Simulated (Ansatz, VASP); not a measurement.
One calculation of Ta, two programs

The input POSCAR:

```
Ta
1.0
    2.8879886116      0.0000000000      0.0000000000
   -1.4439943058      2.5010715035      0.0000000000
    0.0000000000      0.0000000000      5.1181138655
Ta
2
Direct
    0.6766853409      0.3428319982      0.7480071631
    0.3233146591      0.6571680018      0.2519928369
```

Contents of INCAR.step1:

```
PREC = Accurate
ENCUT = 520
ISMEAR = 0
SIGMA = 0.15
LREAL = F
LASPH = T
NELM = 80
NBANDS = 18
GGA = PE
ALGO = Normal
EDIFF = 1E-4
LWAVE = T
LCHARG = F
```

Contents of INCAR.step2:

```
PREC = Accurate
ENCUT = 520
EDIFF = 1E-7
ISMEAR = 0
SIGMA = 0.15
LREAL = F
LASPH = T
NELM = 80
ALGO = Normal
ISIF = 2
LWAVE = F
LCHARG = F
METAGGA = R2SCAN
LMIXTAU = T
NBANDS = 18
ISTART = 1
```

The input KPOINTS:

```
regular mesh
0
Gamma
  12 12 8
```

Input for Ansatz:

```yaml
crystal:
  lattice:
    - [2.8879886116, 0.0, 0.0]
    - [-1.4439943058, 2.5010715035, 0.0]
    - [0.0, 0.0, 5.1181138655]
  atoms:
    - { symbol: Ta, position: [0.6766853409, 0.3428319982, 0.7480071631] }
    - { symbol: Ta, position: [0.3233146591, 0.6571680018, 0.2519928369] }
basis:
  ecutwfc: 500
kpoints:
  mp_grid: { grid: [12, 12, 8] }
hamiltonian:
  xc: r2scan
scf:
  occupations: { method: gaussian, width: 0.15 }
output:
  forces: true
  stress: true
  eigenvalues: true
  write_density: true
  write_potential: true
  elf: true
  volumetric_format: npy
```

Change from the starting cell: atom 2 moved 0.06 Å.

Alike in both runs: task single point; functional r2SCAN; k mesh 12 × 12 × 8; occupations gaussian, width 0.15 eV; no spin polarisation.

```csv
,VASP,Ansatz
version,VASP 6.6.1,Ansatz 0.2.0
potentials or method,"VASP PAW PBE potentials, release 64 (Ta_pv), cutoff 520 eV","scalar-relativistic, plane waves, PAW"
valence electrons in the cell,22,26
```

Ansatz gave:

- gap on the k mesh at the Fermi level (eV): none
- pressure (GPa): -0.1
- traceless stress, the component that is largest in VASP (GPa): -1.35
- rms of the force components (eV/Å): 0.156

Problem. Which values does VASP return?

Solution. gap on the k mesh at the Fermi level (eV): none; pressure (GPa): 0.5; traceless stress, the component that is largest in VASP (GPa): -1.35; rms of the force components (eV/Å): 0.156.

VASP's potentials were made for PBE, not for r2SCAN. Atom by atom the forces differ by 0.000 eV/Å (rms over components). A gap of «none» marks a metal or a gap that the smearing closes. With one functional, cell and mesh, what is left measures potentials, basis and numerics. VASP's potentials hold 22 valence electrons a cell and Ansatz's 26, so a difference there can come from the potentials and not from the codes.

Spin-orbit coupling is off throughout.
